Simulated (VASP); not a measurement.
Runs of VASP 6.6.1 on Rb2PdO2. The structure is that of space group I4/mmm (No. 139), or close to it. The cells are those of the table. 

| task | level | U | cell | k mesh | cutoff (eV) | gap on the mesh (eV) | pressure (GPa) | relaxed volume (Å³/atom) | largest force (eV/Å) |
| --- | --- | --- | --- | --- | --- | --- | --- | --- | --- |
| single point | PBE | - | a = 4.249, b = 4.249, c = 7.495 Å, angles 73.5, 73.5, 90.0°, 5 atoms | 8 × 8 × 8 | 520 | none | 0.0 | - | 0.01 |
| single point | PBE+U | Pd d U = 1.0 eV | a = 4.246, b = 4.246, c = 7.498 Å, angles 73.6, 73.6, 90.0°, 5 atoms | 5 × 5 × 5 | 520 | none | (a) | - | (b) |
| single point | PBE | - | a = 4.251, b = 4.251, c = 7.491 Å, angles 73.5, 73.5, 90.0°, 5 atoms | 5 × 5 × 5 | 520 | none | 0.0 | - | 0.02 |
| relaxation of cell and atoms | PBE+U | Pd d U = 1.0 eV | relaxed from a = 4.276, b = 4.276, c = 7.394 Å, angles 73.2, 73.2, 90.0°, 5 atoms | 5 × 5 × 5 | 600 | none | 0.0 | 24.67 | - |
| relaxation of cell and atoms | PBE | - | relaxed from a = 4.276, b = 4.276, c = 7.394 Å, angles 73.2, 73.2, 90.0°, 5 atoms | 5 × 5 × 5 | 600 | none | 0.1 | 24.68 | 0.01 |

Alike in all rows: potentials or basis VASP PAW PBE potentials, release 64 (Rb_sv, O, Pd); no spin polarisation; smearing fermi-dirac 0.1 eV.

Estimate the missing entries.

(a) -0.3; (b) 0.20.

Caveats: U without spin polarisation on a metal has little footing (some runs).

A k mesh can miss the band edges, and the runs leave out spin-orbit coupling on Pd, Rb.

A gap of «none» marks levels without a gap at the run's occupations.
